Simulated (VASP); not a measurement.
A run of VASP 6.6.1 is set up as follows.

INCAR

```
PREC = Accurate
ENCUT = 600
EDIFF = 1E-6
ISMEAR = 0
SIGMA = 0.1
LREAL = F
LASPH = T
NELM = 60
ALGO = Normal
ISIF = 3
LWAVE = F
LCHARG = F
GGA = PE
IBRION = 2
NSW = 100
EDIFFG = -0.01
```

The input KPOINTS:

```
Automatic mesh
0
Gamma
  12 12 4
```

Contents of POSCAR:

```
Mg3CdS2
1.0
    3.6379024543      0.0000000000      0.0000000000
   -1.8189512271      3.1505159419      0.0000000000
    0.0000000000      0.0000000000     10.7242544716
Mg Cd S
3 1 2
Direct
    0.0000000000      0.0000000000      0.5000000000
    0.3333333333      0.6666666667      0.2159020555
    0.6666666667      0.3333333333      0.7840979445
    0.0000000000      0.0000000000      0.0000000000
    0.3333333333      0.6666666667      0.6422311809
    0.6666666667      0.3333333333      0.3577688191
```

Potentials or basis: VASP PAW PBE potentials, release 64 (Mg, Cd, S).

Launch:

```console
$ cat potpaw_PBE.64/Mg/POTCAR potpaw_PBE.64/Cd/POTCAR potpaw_PBE.64/S/POTCAR > POTCAR
$ mpirun -np 1 vasp_std > vasp.out
```

Q: Predict the space group after relaxing (to 0.05 Å).

A: P-3m1 (No. 164).

Q: Estimate the relaxed cell.

A: a = 3.622 Å, b = 3.622 Å, c = 10.753 Å, α = 90.00°, β = 90.00°, γ = 120.00°.

Forces in eV/Å, atoms in the order of the input:
```
Mg   0.000  0.000  0.000
Mg   0.000  0.000  0.003
Mg   0.000  0.000 -0.003
Cd   0.000  0.000  0.000
S    0.000  0.000  0.002
S    0.000  0.000 -0.002
```
